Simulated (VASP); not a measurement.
Crystal: Cr3Co.

```
Cr Co
1.0
     3.53506    0.00000    0.00000
     0.00000    3.53506    0.00000
     0.00000    0.00000    3.53506
Cr Co
3 1
Direct
  0.00000 0.50000 0.50000
  0.50000 0.00000 0.50000
  0.50000 0.50000 0.00000
  0.00000 0.00000 0.00000
```

```yaml
Program: VASP 6.6.1
Task: relaxation of cell and atoms
Functional: PBE
Potentials_or_basis: VASP PAW PBE potentials, release 64 (Cr_pv, Co)
Cutoff: 600 eV
k_mesh: 6 × 6 × 6
Occupations: gaussian, width 0.1 eV
Spin: no spin polarisation
```

At the start: pressure 6.2 GPa; volume 11.04 Å³/atom.

Problem. How do energy, volume and symmetry change on relaxing?

Solution. Over 3 steps the energy falls by 4.9 meV/atom and the volume is 11.31 Å³/atom (+2.4 %); space group Pm-3m (No. 221, to 0.05 Å).

Step by step:
| step | energy change (eV) | largest force (eV/Å) | pressure (GPa) | volume (Å³) |
| --- | --- | --- | --- | --- |
| 1 | 0.0000 | 0.0000 | 6.25 | 44.18 |
| 2 | 0.0304 | 0.0000 | -8.77 | 46.99 |
| 3 | -0.0197 | 0.0000 | -0.04 | 45.23 |

Final structure:
```yaml
crystal:
  lattice:
    - [3.56301, 0.00000, 0.00000]
    - [0.00000, 3.56301, 0.00000]
    - [0.00000, 0.00000, 3.56301]
  atoms:
    - { symbol: Cr, position: [0.00000, 0.50000, 0.50000] }
    - { symbol: Cr, position: [0.50000, 0.00000, 0.50000] }
    - { symbol: Cr, position: [0.50000, 0.50000, 0.00000] }
    - { symbol: Co, position: [0.00000, 0.00000, 0.00000] }
```

Caveat: the run has no spin polarisation, though such a crystal can be magnetic.
